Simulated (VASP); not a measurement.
# TaN: single point with PBE

TaN:

```
Ta N
1.0
     3.02044    0.00000    0.00000
    -1.51022    2.61578    0.00000
     0.00000    0.00000    5.84802
Ta N
2 2
Direct
  0.33333 0.66667 0.03049
  0.66667 0.33333 0.53049
  0.33333 0.66667 0.35451
  0.66667 0.33333 0.85451
```

```
Program                : VASP 6.6.1
Task                   : single point
Functional             : PBE
Potentials or basis    : VASP PAW PBE potentials, release 64 (Ta_sv_GW, N)
Cutoff                 : 700 eV
k mesh                 : 18 × 18 × 8
Occupations            : gaussian, width 0.15 eV
Spin                   : no spin polarisation
Dipole correction      : no
Further INCAR settings : ALGO = Normal; EDIFF = 1e-06; NBANDS = 26
```

* Pressure: 43.2 GPa
* Largest force: 0.208 eV/Å
* Band gap on the k mesh: zero (bands 18 and 19 overlap by 0.47 eV)

Forces on the atoms (eV/Å):
```
Ta   0.000  0.000 -0.208
Ta   0.000  0.000 -0.208
N    0.000  0.000  0.208
N    0.000  0.000  0.208
```

Stress tensor (GPa, compression positive):
```
37.91  0.00  0.00
 0.00 37.91  0.00
 0.00  0.00 53.76
```

Levels at points of the mesh, in eV from the Fermi level:
```
           k point  band 14  band 15  band 16  band 17  band 18  band 19  band 20  band 21  band 22  band 23
(0.00, 0.00, 0.00)    -6.07    -5.06    -5.06    -0.81    -0.68     0.08     0.08     2.54     2.54     3.11
(0.50, 0.00, 0.00)    -6.32    -5.00    -4.02    -2.73    -0.38     1.39     2.47     3.08     4.00     4.59
(0.00, 0.00, 0.50)    -5.63    -5.63    -5.63     0.32     0.32     1.08     1.08     1.08     1.08     5.26
(0.50, 0.00, 0.50)    -5.97    -5.35    -5.35    -0.99    -0.99     1.73     1.73     3.88     3.88     5.31
```

It took 5.5 min on 1 thread of Intel(R) Xeon(R) Platinum 8488C (Sapphire Rapids), with other jobs on the host, peak memory 0.43 GiB.

Caveat: the stress differs along the axes, from 38 to 54 GPa; spin-orbit coupling is left out, which moves the levels of the heavy elements.
